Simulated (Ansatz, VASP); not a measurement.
Two plane-wave programs on Pt3Pb

```
CELL_PARAMETERS angstrom
4.03949 0.00000 0.00000
0.00000 4.03949 0.00000
0.00000 0.00000 4.03949
ATOMIC_POSITIONS crystal
Pt 0.00000 0.50000 0.50000
Pt 0.50000 0.00000 0.50000
Pt 0.50000 0.50000 0.00000
Pb 0.00000 0.00000 0.00000
```

Alike in both runs: task relaxation of cell and atoms; functional LDA; k mesh 10 × 10 × 10; occupations fermi-dirac, width 0.15 eV; no spin polarisation.

|  | VASP | Ansatz |
| --- | --- | --- |
| version | VASP 6.6.1 | Ansatz 0.2.0 |
| potentials or method | VASP PAW LDA potentials, release 64 (Pt, Pb_d), cutoff 600 eV | scalar-relativistic, plane waves, PAW |
| valence electrons in the cell | 44 | 68 |

|  | VASP | Ansatz | Ansatz less VASP |
| --- | --- | --- | --- |
| gap on the k mesh at the Fermi level, each at its own relaxed structure (eV) | none | none | - |
| relaxed volume (Å³/atom) | 16.55 | 16.49 | -0.057 |
| relaxed length of the cell vector where the two differ most in proportion (Å) | 4.045 | 4.040 | -0.0046 |

LDA's correlation is that of Perdew and Zunger in VASP and of Perdew and Wang (1992) in Ansatz. A gap of «none» marks a metal or a gap that the smearing closes. VASP's potentials hold 44 valence electrons a cell and Ansatz's 68, so a difference there can come from the potentials and not from the codes.

Spin-orbit coupling is off throughout.
